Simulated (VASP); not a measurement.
Wanted: the native input for a VASP 6.6.1 run.

```yaml
Task: relaxation of cell and atoms
Functional: PBEsol
Potentials_or_basis: VASP PAW PBE potentials, release 64 (Au)
Cutoff: 500 eV
k_mesh: 11 × 11 × 11
Occupations: gaussian, width 0.05 eV
Spin: no spin polarisation
Dipole_correction: no
Further_INCAR_settings: ALGO = Normal; EDIFF = 1e-07; IBRION = 2; EDIFFG = -0.03; NSW = 80; ISIF = 3
```

The structure of Au lies in POSCAR:

```
Au
1.0
   -1.6150000000      1.6150000000      1.6150000000
    1.6150000000     -1.6150000000      1.6150000000
    1.6150000000      1.6150000000     -1.6150000000
Au
1
Direct
    0.0000000000      0.0000000000      0.0000000000
```

This isn't the form of Au at room conditions, which is fcc.

These files were run (other wordings do the same):

INCAR

```
SYSTEM = Au
PREC = Accurate
ENCUT = 500
EDIFF = 1E-7
ISMEAR = 0
SIGMA = 0.05
LREAL = .False.
LASPH = .True.
NELM = 120
ALGO = Normal
ISIF = 3
LWAVE = .False.
LCHARG = .False.
GGA = PS
IBRION = 2
NSW = 80
EDIFFG = -0.03
GGA_COMPAT = .False.
NELMIN = 4
```

KPOINTS

```
regular mesh
0
Gamma
  11 11 11
  0 0 0
```

Potentials or basis: VASP PAW PBE potentials, release 64 (Au).

The run is started by

```console
$ cat potpaw_PBE.64/Au/POTCAR > POTCAR
$ mpirun -np 1 vasp_std > vasp.out
```

It gave:

| Quantity | Value |
| --- | --- |
| Relaxed volume | 17.05 Å³/atom |
| Relaxed cell | a = 2.808 Å, b = 2.808 Å, c = 2.808 Å, α = 109.47°, β = 109.47°, γ = 109.47° |
| Space group after relaxing (to 0.1 Å) | Im-3m (No. 229) |
| Energy gained by relaxing | 1.2 meV/atom |
| Ionic steps | 3 |
| Pressure after relaxing | 0.0 GPa |
| Band gap on the k mesh | zero (an odd number of electrons rules out a gap without spin polarisation) |

Caveat: the PAW data sets were made with another functional, which shifts forces and pressure a little; spin-orbit coupling is left out, which moves the levels of the heavy elements.

Wall time 8.8 s on 1 thread of AMD EPYC 9R45 96-Core Processor (Zen 5) (shared host), peak memory 0.1 GiB.
